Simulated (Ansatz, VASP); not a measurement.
InP: VASP beside Ansatz

```
CELL_PARAMETERS angstrom
0.00000 2.94991 2.94991
2.94991 0.00000 2.94991
2.94991 2.94991 0.00000
ATOMIC_POSITIONS crystal
In 0.00000 0.00000 0.00000
P 0.75000 0.75000 0.75000
```

Alike in both runs: task single point; functional b88 exchange, pbe correlation; k mesh 8 × 8 × 8; occupations fermi-dirac, width 0.05 eV; no spin polarisation.

```csv
,VASP,Ansatz
version,VASP 6.6.1,Ansatz 0.2.0
potentials or method,"VASP PAW PBE potentials, release 64 (In_d, P)",Ansatz PAW
plane-wave cutoff (eV),500,420
valence electrons in the cell,18,18
```

Ansatz gave:

| Quantity | Value |
| --- | --- |
| gap on the k mesh at the Fermi level (eV) | 0.59 |
| least direct gap on the mesh (eV) | 0.59 |
| pressure (GPa) | 1.8 |

Which values does VASP return?

gap on the k mesh at the Fermi level (eV): 0.58; least direct gap on the mesh (eV): 0.58; pressure (GPa): 1.8.

VASP's potentials were made for PBE, not for b88 exchange, pbe correlation. With one functional, cell and mesh, what is left measures potentials, basis and numerics.
